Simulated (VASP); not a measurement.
Wanted: the native input for a VASP 6.6.1 run.

```yaml
Task: single point
Functional: PBE
Dispersion: D3(BJ)
Potentials_or_basis: VASP PAW PBE potentials, release 64 (Pt, Se)
Cutoff: 520 eV
k_mesh: 8 × 8 × 8
Occupations: fermi-dirac, width 0.05 eV
Spin: no spin polarisation
Dipole_correction: no
Further_INCAR_settings: ALGO = Normal; EDIFF = 1e-07; NBANDS = 15
```

The structure of PtSe lies in POSCAR:

```
PtSe
1.0
    0.0000000000      2.6177083702      2.6177083702
    2.6177083702      0.0000000000      2.6177083702
    2.6177083702      2.6177083702      0.0000000000
Pt Se
1 1
Direct
    0.5000000000      0.5000000000      0.5000000000
    0.0000000000      0.0000000000      0.0000000000
```

These files were run (other wordings do the same):

INCAR

```
SYSTEM = PtSe
PREC = Accurate
ENCUT = 520
EDIFF = 1E-7
ISMEAR = -1
SIGMA = 0.05
LREAL = .FALSE.
LASPH = .TRUE.
NELM = 60
ALGO = Normal
ISIF = 2
LWAVE = .FALSE.
LCHARG = .TRUE.
GGA = PE
IVDW = 12
LELF = .TRUE.
LVHAR = .TRUE.
NBANDS = 15
```

KPOINTS

```
Automatic mesh
0
G
  8 8 8
  0 0 0
```

Potentials or basis: VASP PAW PBE potentials, release 64 (Pt, Se).

The run is started by

```sh
$ cat potpaw_PBE.64/Pt/POTCAR potpaw_PBE.64/Se/POTCAR > POTCAR
$ mpirun -np 1 vasp_std > vasp.out
```

It gave:

| Item | Value |
| --- | --- |
| Pressure | -1.0 GPa |
| Band gap on the k mesh | zero (band 8 reaches 10.96 eV, above the bottom of band 9 at 6.46 eV) |
| Dispersion energy per atom | -0.570 eV |

Caveat: three body term missing; spin-orbit coupling is left out, which moves the levels of the heavy elements; pairwise dispersion overbinds metals, which lowers pressure and volume.

Wall time 27 s on 1 thread of Intel Xeon 8259CL (shared host), peak memory 0.18 GiB.
